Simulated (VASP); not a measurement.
# Ti12H (a cell with a defect) in VASP: notebook

The runs below take Ti12H (a cell with a defect) through single point, with PBE+D3(BJ).

All numbers are computed with VASP 6.6.1; they aren't measurements. Logs are shortened: lines on timing, memory, paths and dates and some standing lists are left out, and cuts for length are marked.

**1. The cell of the first run**

The cell holds a defect, 13 atoms: a = 5.900 Å, b = 8.850 Å, c = 4.685 Å, α = 90.00°, β = 90.00°, γ = 120.00°.

**2. Single point, PBE+D3(BJ)**

INCAR reads:

```
SYSTEM = Ti12H
  PREC = Accurate
  ENCUT = 520
  EDIFF = 1E-6
  ISMEAR = -1
  SIGMA = 0.05
  LREAL = .FALSE.
  LASPH = .TRUE.
  NELM = 60
  ALGO = Normal
  ISIF = 2
  LWAVE = .FALSE.
  LCHARG = .TRUE.
  GGA = PE
  IVDW = 12
  LELF = .TRUE.
  LVHAR = .TRUE.
  NBANDS = 84
```

KPOINTS reads:

```
Automatic mesh
0
G
  3 2 4
  0 0 0
```

POSCAR reads:

```
Ti12H
1.0
    5.9000000000      0.0000000000      0.0000000000
   -4.4250000000      7.6643250000      0.0000000000
    0.0000000000      0.0000000000      4.6846000000
Ti H
12 1
Direct
   -0.0055910842     -0.0035750050      0.0110908082
    0.1563129859      0.2173160715      0.4945816078
   -0.0021054233      0.3308436164      0.0020405157
    0.1665326172      0.5558706083      0.4982788285
    0.0050901329      0.6702659399     -0.0006260940
    0.1686142448      0.8900576372      0.5051082270
    0.5013359169     -0.0006031842      0.0073914528
    0.6696935222      0.2180593855      0.4938566793
    0.4987156600      0.3321144393      0.0056903471
    0.6752777410      0.5653154061      0.4880796653
    0.4983373784      0.6676163915      0.0019301541
    0.6636113279      0.8875852733      0.5073489732
    0.5015101452      0.3358388377      0.6098236776
```

Potentials or basis: VASP PAW PBE potentials, release 64 (Ti_sv, H).

The run is started by

```sh
$ cat potpaw_PBE.64/Ti_sv/POTCAR potpaw_PBE.64/H/POTCAR > POTCAR
$ mpirun -np 1 vasp_std > vasp.out
```

OUTCAR:

```text
SYSTEM = Ti12H
   PREC = Accurate
   ENCUT = 520
   EDIFF = 1E-6
   ISMEAR = -1
   LREAL = .FALSE.
   LASPH = .TRUE.
   NELM = 60
   ISIF = 2
   GGA = PE
   IVDW = 12
 IVDW          = 12

 ion  position               nearest neighbor table
   1  0.994  0.996  0.011-   2 2.83  12 2.87   6 2.88  12 2.90  11 2.92   5 2.92   6 2.92
   2  0.156  0.217  0.495-  13 1.84   1 2.83   3 2.85   8 2.87   9 2.88   3 2.91  12 2.91
   3  0.998  0.331  0.002-   8 2.85   2 2.85   4 2.89   2 2.91   8 2.91
   4  0.167  0.556  0.498-  11 2.88   5 2.89   3 2.89   5 2.90  11 2.91
   5  0.005  0.670  0.999-  10 2.84   6 2.86   4 2.89   4 2.90   6 2.91   1 2.92   7 2.92
   6  0.169  0.890  0.505-   5 2.86   1 2.88   7 2.89  10 2.89   7 2.90   5 2.91   1 2.92
   7  0.501  0.999  0.007-   8 2.83   6 2.89  12 2.89  12 2.89   6 2.90   5 2.92
   8  0.670  0.218  0.494-  13 1.84   7 2.83   3 2.85   2 2.87   9 2.88  12 2.91   3 2.91
   9  0.499  0.332  0.006-  13 1.85   8 2.88  10 2.88   2 2.88
  10  0.675  0.565  0.488-  13 1.85  11 2.84   5 2.84   9 2.88  12 2.89   6 2.89
  11  0.498  0.668  0.002-  10 2.84  12 2.87   4 2.88   4 2.91  12 2.91   1 2.92
  12  0.664  0.888  0.507-  11 2.87   1 2.87   7 2.89   7 2.89  10 2.89   1 2.90  11 2.91   8 2.91
                             2 2.91
  13  0.502  0.336  0.610-   8 1.84   2 1.84  10 1.85   9 1.85

  LATTYP: Found a simple monoclinic cell.
 ALAT       =     5.9000000000
 B/A-ratio  =     0.7940000000
 C/A-ratio  =     1.3228756849
 COS(beta)  =    -0.1889822323

  Lattice vectors:

 A1 = (   5.9000000000,   0.0000000000,   0.0000000000)
 A2 = (   0.0000000000,   0.0000000000,   4.6846000000)
 A3 = (  -1.4750000000,  -7.6643250000,   0.0000000000)

Analysis of symmetry for initial positions (statically):
=====================================================================
 Subroutine PRICEL returns:
 Original cell was already a primitive cell.

 Routine SETGRP: Setting up the symmetry group for a
 simple monoclinic supercell.

 Subroutine GETGRP returns: Found  1 space group operations
 (whereof  1 operations were pure point group operations)
 out of a pool of  4 trial point group operations.

The static configuration has the point symmetry C_1 .

Analysis of symmetry for dynamics (positions and initial velocities):
=====================================================================
 Subroutine PRICEL returns:
 Original cell was already a primitive cell.

 Routine SETGRP: Setting up the symmetry group for a
 simple monoclinic supercell.

 Subroutine GETGRP returns: Found  1 space group operations
 (whereof  1 operations were pure point group operations)
 out of a pool of  4 trial point group operations.

The dynamic configuration has the point symmetry C_1 .

 Subroutine INISYM returns: Found  1 space group operations
 (whereof  1 operations are pure point group operations),
 and found     1 'primitive' translations

----------------------------------------------------------------------------------------

                                     Primitive cell

  volume of cell :     211.8354

  direct lattice vectors                    reciprocal lattice vectors
     5.900000000  0.000000000  0.000000000     0.169491525  0.097855976  0.000000000
    -4.425000000  7.664325000  0.000000000     0.000000000  0.130474634  0.000000000
     0.000000000  0.000000000  4.684600000     0.000000000  0.000000000  0.213465397

  length of vectors
     5.900000000  8.850000153  4.684600000     0.195711955  0.130474634  0.213465397

  position of ions in fractional coordinates (direct lattice)
     0.994408916  0.996424995  0.011090808
     0.156312986  0.217316072  0.494581608
     0.997894577  0.330843616  0.002040516
     0.166532617  0.555870608  0.498278828
     0.005090133  0.670265940  0.999373906
     0.168614245  0.890057637  0.505108227
     0.501335917  0.999396816  0.007391453
     0.669693522  0.218059385  0.493856679
     0.498715660  0.332114439  0.005690347
     0.675277741  0.565315406  0.488079665
     0.498337378  0.667616391  0.001930154
     0.663611328  0.887585273  0.507348973
     0.501510145  0.335838838  0.609823678

  ion indices of the primitive-cell ions
   primitive index   ion index
                 1           1
                 2           2
                 3           3
                 4           4
                 5           5
                 6           6
                 7           7
                 8           8
                 9           9
                10          10
                11          11
                12          12
                13          13

----------------------------------------------------------------------------------------

 KPOINTS: Automatic mesh

Automatic generation of k-mesh.
 Grid dimensions read from file:
 generate k-points for:    3    2    4

 Generating k-lattice:

  Cartesian coordinates                     Fractional coordinates (reciprocal lattice)
[... 64 lines left out ...]
   LSORBIT =      F    spin-orbit coupling
   LASPH  =      T    aspherical Exc in radial PAW
   ENCUT  =  520.0 eV  38.22 Ry    6.18 a.u.  10.97 16.46  8.71*2*pi/ulx,y,z
   NELM   =     60;   NELMIN=  2; NELMDL= -5     # of ELM steps
   EDIFF  = 0.1E-05   stopping-criterion for ELM
   LREAL  =      F    real-space projection
   EDIFFG = 0.1E-04   stopping-criterion for IOM
   NSW    =      0    number of steps for IOM
   IBRION =     -1    ionic relax: 0-MD 1-quasi-New 2-CG
   NFREE  =      0    steps in history (QN), initial steepest desc. (CG)
   ISIF   =      2    stress and relaxation
   ISYM   =      2    0-nonsym 1-usesym 2-fastsym
   POTIM  = 0.5000    time-step for ionic-motion
   TEBEG  =    0.0;   TEEND  =   0.0 temperature during run
   PSTRESS=    0.0 pullay stress
   NELECT =     145.0000    total number of electrons
   NUPDOWN=      -1.0000    fix difference up-down
   EMIN   =  10.00;   EMAX   =-10.00  energy-range for DOS
   EFERMI =   0.00;   METHOD = LEGACY
   ISMEAR =    -1;   SIGMA  =   0.05  broadening in eV -4-tet -1-fermi 0-gaus
   EFERMI_NEDOS =   21; number of points for ismear=-14 and -15
   IALGO  =     38    algorithm
   IMIX   =      4    mixing-type and parameters
     AMIX     =   0.40;   BMIX     =  1.00
     AMIX_MAG =   1.60;   BMIX_MAG =  1.00
  volume/ion in A,a.u.               =      16.30       109.96
  Fermi-wavevector in a.u.,A,eV,Ry     =   1.442773  2.726446 28.321806  2.081594
  Thomas-Fermi vector in A             =   2.561256
   LORBIT       =      0    0 simple, 1 ext, 2 COOP (PROOUT), +10 PAW based schemes
   GGA     = PE    functional components
   LHFCALC =     F    Hartree Fock is set to
   AEXX    =    0.0000 exact exchange contribution
   IVDW    =    12    specifies the selected vdW correction
   LEPSILON=     F    determine dielectric tensor
   LRPA    =     F    only Hartree local field effects (RPA)
 non-spin polarized calculation
  energy-cutoff  :      520.00
  volume of cell :      211.84
 maximum number of plane-waves:      5706
 NGX is ok and might be reduce to    48
   NGX = 21   NGY = 33   NGZ = 17

 number of electron     144.9999996 magnetization

 Free energy of the ion-electron system (eV)
  ---------------------------------------------------
  ext. energy  EPLUGINS =         0.00000000
  ---------------------------------------------------
  free energy    TOTEN  =       -97.73887907 eV

  energy without entropy =      -97.57047603  energy(sigma->0) =      -97.65467755

 E-fermi :   8.2737     XC(G=0): -11.4691

 val. band max:        8.2325300284   @ k =   0.3333  -0.0000   0.2500
 cond. band min:       8.2750452817   @ k =   0.0000   0.5000   0.0000
 fundamental gap:      0.0425152533
 Fermi energy:         8.2737133697

 k-point     1 :       0.0000    0.0000    0.0000
  band No.  band energies     occupation
      1     -48.6490      2.00000
      2     -48.5838      2.00000
      3     -48.5664      2.00000
      4     -48.5499      2.00000
      5     -48.5291      2.00000
      6     -48.5215      2.00000
[... 1207 lines left out ...]
     83       8.7284      0.00022
     84       8.7406      0.00018

------------------------ aborting loop because EDIFF is reached ----------------------------------------

 Edisp (eV)   -7.28771

 E8    (eV) :    -3.4285

  FORCE on cell =-STRESS in cart. coord.  units (eV):
  Direction    XX          YY          ZZ          XY          YZ          ZX
  --------------------------------------------------------------------------------------
  -------------------------------------------------------------------------------------
  Total      -8.05722    -8.14383    -6.74624     0.05764    -0.13100    -0.00794
  in kB     -60.93932   -61.59436   -51.02393     0.43592    -0.99079    -0.06009
  external pressure =      -57.85 kB  Pullay stress =        0.00 kB

 VOLUME and BASIS-vectors are now :
 -----------------------------------------------------------------------------
  energy-cutoff  :      520.00
  volume of cell :      211.84
      direct lattice vectors                 reciprocal lattice vectors
     5.900000000  0.000000000  0.000000000     0.169491525  0.097855976  0.000000000
    -4.425000000  7.664325000  0.000000000     0.000000000  0.130474634  0.000000000
     0.000000000  0.000000000  4.684600000     0.000000000  0.000000000  0.213465397

 POSITION                                       TOTAL-FORCE (eV/Angst)
 -----------------------------------------------------------------------------------
      1.45783      7.63692      0.05196         0.001790     -0.006142      0.002949
     -0.03938      1.66558      2.31692        -0.030310     -0.006963      0.003131
      4.42359      2.53569      0.00956        -0.005884      0.013092      0.001184
     -1.47719      4.26037      2.33424         0.003286     -0.005516      0.000402
     -2.93589      5.13714      4.68167        -0.002973     -0.008900      0.001434
     -2.94368      6.82169      2.36623        -0.002974     -0.011321     -0.002367
     -1.46445      7.65970      0.03463        -0.002919     -0.004256     -0.003040
      2.98628      1.67128      2.31352         0.030607     -0.007398      0.004804
      1.47282      2.54543      0.02666        -0.001171     -0.001164      0.021452
      1.48262      4.33276      2.28646         0.001514      0.037673     -0.010205
     -0.01401      5.11683      0.00904         0.002577      0.005021      0.000485
     -0.01226      6.80274      2.37673         0.005764     -0.002954     -0.006920
      1.47282      2.57398      2.85678         0.000693     -0.001171     -0.013307
 -----------------------------------------------------------------------------------
    total drift:                                0.000427      0.000161     -0.000020

  FREE ENERGIE OF THE ION-ELECTRON SYSTEM (eV)
  ---------------------------------------------------
  free  energy   TOTEN  =      -105.0265910398 eV

  energy  without entropy=     -104.8581879950  energy(sigma->0) =     -104.94238952
```

Wall time 11 min (1 thread of Intel Xeon 8259CL, shared host); peak memory 0.44 GiB.

Results:

| Item | Value |
| --- | --- |
| Free energy | -105.0266 eV |
| Pressure | -5.8 GPa |
| Largest force | 0.039 eV/Å |
| Band gap on the k mesh | zero (an odd number of electrons rules out a gap without spin polarisation) |
| Dispersion energy per atom | -0.561 eV |

Forces in eV/Å, atoms in the order of the input:
```
Ti   0.002 -0.006  0.003
Ti  -0.030 -0.007  0.003
Ti  -0.006  0.013  0.001
Ti   0.003 -0.006  0.000
Ti  -0.003 -0.009  0.001
Ti  -0.003 -0.011 -0.002
Ti  -0.003 -0.004 -0.003
Ti   0.031 -0.007  0.005
Ti  -0.001 -0.001  0.021
Ti   0.002  0.038 -0.010
Ti   0.003  0.005  0.000
Ti   0.006 -0.003 -0.007
H    0.001 -0.001 -0.013
```

Caveat: the k points lie up to 0.41 Å⁻¹ apart, too coarse for converged energies and pressures of a metal.

**3. Single point, PBE+D3(BJ)**

INCAR reads:

```
SYSTEM = Ti12H
PREC = Accurate
ENCUT = 520
EDIFF = 1E-6
ISMEAR = -1
SIGMA = 0.05
LREAL = .FALSE.
LASPH = .TRUE.
NELM = 60
ALGO = Normal
ISIF = 2
LWAVE = .FALSE.
LCHARG = .FALSE.
GGA = PE
IVDW = 12
NBANDS = 84
```

KPOINTS reads:

```
regular mesh
0
G
  3 2 4
  0 0 0
```

POSCAR reads:

```
Ti12H
1.0
    5.9000000000      0.0000000000      0.0000000000
   -4.4250000000      7.6643250000      0.0000000000
    0.0000000000      0.0000000000      4.6846000000
Ti H
12 1
Direct
   -0.0061530490     -0.0041199975      0.0085870725
    0.1514765595      0.2152625313      0.4938193229
   -0.0025175254      0.3307560679      0.0021651795
    0.1660412899      0.5545712114      0.5027976775
    0.0054498206      0.6702788569      0.0019158519
    0.1709837740      0.8912649190      0.5055436964
    0.5018116971      0.0000978560      0.0055272595
    0.6714108999      0.2167993920      0.4934651838
    0.4985323903      0.3327186673     -0.0042298168
    0.6792084081      0.5693838662      0.4908158647
    0.4978583701      0.6669835896      0.0034096828
    0.6615035975      0.8863537233      0.5055364385
    0.5013313741      0.3364203632      0.5850804765
```

Potentials or basis: VASP PAW PBE potentials, release 64 (Ti_sv, H).

The run is started by

```sh
$ cat potpaw_PBE.64/Ti_sv/POTCAR potpaw_PBE.64/H/POTCAR > POTCAR
$ mpirun -np 1 vasp_std > vasp.out
```

Run time: 11 min. Hardware: 1 thread of Intel Xeon 8259CL, shared host; peak memory 0.44 GiB.

Results (log left out):

* Free energy: -105.0137 eV
* Pressure: -5.8 GPa
* Largest force: 0.196 eV/Å
* Band gap on the k mesh: zero (an odd number of electrons rules out a gap without spin polarisation)
* Dispersion energy per atom: -0.561 eV

Forces in eV/Å, atoms in the order of the input:
```
Ti  -0.001 -0.007  0.008
Ti   0.014  0.011 -0.041
Ti  -0.009  0.005 -0.013
Ti   0.002  0.008 -0.013
Ti   0.005  0.000 -0.016
Ti  -0.006 -0.013 -0.009
Ti   0.000 -0.001 -0.010
Ti  -0.014  0.011 -0.042
Ti   0.001 -0.007  0.012
Ti   0.003 -0.021 -0.047
Ti  -0.002  0.008 -0.017
Ti   0.007  0.009 -0.007
H    0.000 -0.002  0.196
```

Stress tensor (GPa, compression positive):
```
-5.88  0.10 -0.01
 0.10 -6.00 -0.05
-0.01 -0.05 -5.63
```

Levels at points of the mesh, in eV from the Fermi level:
| k point | band 68 | band 69 | band 70 | band 71 | band 72 | band 73 | band 74 | band 75 | band 76 | band 77 |
| --- | --- | --- | --- | --- | --- | --- | --- | --- | --- | --- |
| (0.00, 0.00, 0.00) | -0.80 | -0.71 | -0.59 | 0.11 | 0.21 | 0.38 | 0.43 | 0.51 | 0.55 | 0.58 |
| (0.00, 0.50, 0.00) | -0.69 | -0.46 | -0.35 | -0.16 | 0.00 | 0.12 | 0.23 | 0.40 | 0.41 | 0.49 |
| (0.00, 0.00, 0.50) | -0.64 | -0.64 | -0.63 | -0.15 | -0.04 | 0.05 | 0.07 | 0.08 | 0.11 | 0.27 |
| (0.00, 0.50, 0.50) | -0.64 | -0.43 | -0.40 | -0.37 | -0.35 | -0.04 | 0.04 | 0.09 | 0.10 | 0.27 |

Caveat: the k points lie up to 0.41 Å⁻¹ apart, too coarse for converged energies and pressures of a metal.

**4. Single point, PBE+D3(BJ)**

INCAR reads:

```
SYSTEM = Ti12H
PREC = Accurate
ENCUT = 520
EDIFF = 1E-7
ISMEAR = -1
SIGMA = 0.05
LREAL = .False.
LASPH = .True.
NELM = 100
ALGO = Normal
ISIF = 2
LWAVE = .False.
LCHARG = .False.
GGA = PE
IVDW = 12
NBANDS = 84
```

KPOINTS reads:

```
Automatic mesh
0
Gamma
  3 2 4
  0 0 0
```

POSCAR reads:

```
Ti12H
1.0
    5.9000000000      0.0000000000      0.0000000000
   -4.4250000000      7.6643250000      0.0000000000
    0.0000000000      0.0000000000      4.6846000000
Ti H
12 1
Direct
   -0.0060219118     -0.0036448089     -0.0106833027
    0.1556615674      0.2172387001      0.5053622508
   -0.0024465394      0.3308999814     -0.0016537164
    0.1664165536      0.5559038793      0.5022168382
    0.0049078787      0.6703506180      0.0014411049
    0.1686654203      0.8903080180      0.4955473253
    0.5012126749     -0.0004895408     -0.0066932075
    0.6696525062      0.2182137370      0.5067425180
    0.4980261481      0.3318662765     -0.0050042693
    0.6754531648      0.5654916773      0.5128386629
    0.4980368448      0.6675124032     -0.0011422533
    0.6632766471      0.8875496538      0.4933206677
    0.5013181189      0.3360286783      0.3910203646
```

The run is started by

```sh
$ cat potpaw_PBE.64/Ti_sv/POTCAR potpaw_PBE.64/H/POTCAR > POTCAR
$ mpirun -np 1 vasp_std > vasp.out
```

Wall time 15 min (1 thread of Intel Xeon 8259CL, shared host); peak memory 0.44 GiB.

Results (log left out):

```yaml
Free_energy: -105.0267 eV
Pressure: -5.8 GPa
Largest_force: 0.036 eV/Å
Band_gap_on_the_k_mesh: zero (an odd number of electrons rules out a gap without spin polarisation)
Dispersion_energy_per_atom: -0.561 eV
```

Forces on the atoms (eV/Å):
```
Ti   0.003 -0.003 -0.003
Ti  -0.021 -0.001  0.003
Ti  -0.006  0.013 -0.002
Ti   0.005 -0.004  0.002
Ti   0.001 -0.010 -0.004
Ti  -0.005 -0.014  0.002
Ti  -0.002 -0.007  0.004
Ti   0.023 -0.011 -0.006
Ti  -0.001  0.005 -0.022
Ti  -0.003  0.035  0.009
Ti   0.000  0.007 -0.001
Ti   0.006 -0.004  0.006
H   -0.001 -0.006  0.013
```

Stress tensor (GPa, compression positive):
```
-6.09  0.06  0.01
 0.06 -6.18  0.11
 0.01  0.11 -5.11
```

Levels at points of the mesh, in eV from the Fermi level:
```
           k point  band 68  band 69  band 70  band 71  band 72  band 73  band 74  band 75  band 76  band 77
(0.00, 0.00, 0.00)    -0.79    -0.71    -0.61     0.10     0.18     0.36     0.43     0.52     0.57     0.60
(0.00, 0.50, 0.00)    -0.70    -0.47    -0.36    -0.14     0.00     0.13     0.22     0.41     0.42     0.46
(0.00, 0.00, 0.50)    -0.65    -0.63    -0.62    -0.19    -0.06     0.06     0.08     0.09     0.13     0.32
(0.00, 0.50, 0.50)    -0.64    -0.46    -0.40    -0.36    -0.34    -0.05     0.06     0.08     0.10     0.31
```

Caveat: the k points lie up to 0.41 Å⁻¹ apart, too coarse for converged energies and pressures of a metal.

**5. Overview**

```tsv
cell	gap on the mesh (eV)	pressure (GPa)	largest force (eV/Å)
as given, atomic positions A	none	-5.8	0.04
as given, atomic positions B	none	-5.8	0.20
as given, atomic positions C	none	-5.8	0.04
```

Alike in all rows: task single point; level PBE+D3(BJ); potentials or basis VASP PAW PBE potentials, release 64 (Ti_sv, H); no spin polarisation; k mesh 3 × 2 × 4; cutoff (eV) 520; smearing fermi-dirac 0.05 eV.

Caveats: all runs use coarse meshes.

Absolute energies hang on the potentials; compare differences alone.
